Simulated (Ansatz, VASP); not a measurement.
# SiC in VASP and in Ansatz

```
Si C
1.0
     0.00000    2.10878    2.23922
     2.10878    0.00000    2.23922
     2.10878    2.10878    0.00000
Si C
1 1
Cartesian
  0.0000 0.0000 0.0000
  3.1632 3.1632 3.3588
```

Change from the starting cell: strain -0.030 along x and y, +0.030 along z, atoms carried along.

Alike in both runs: task single point; functional r2SCAN; k mesh 12 × 12 × 12; occupations gaussian, width 0.05 eV; no spin polarisation.

|  | VASP | Ansatz |
| --- | --- | --- |
| version | VASP 6.6.1 | Ansatz 0.2.0 |
| potentials or method | VASP PAW PBE potentials, release 64 (Si, C), cutoff 520 eV | scalar-relativistic, plane waves, PAW |
| valence electrons in the cell | 8 | 8 |

```csv
,VASP,Ansatz,Ansatz less VASP
gap on the k mesh at the Fermi level (eV),1.36,1.35,-0.012
least direct gap on the mesh (eV),5.04,5.03,-0.014
pressure (GPa),8.6,8.8,+0.22
"traceless stress, the component that is largest in VASP (GPa)",-12.84,-12.78,+0.055
```

VASP's potentials were made for PBE, not for r2SCAN.
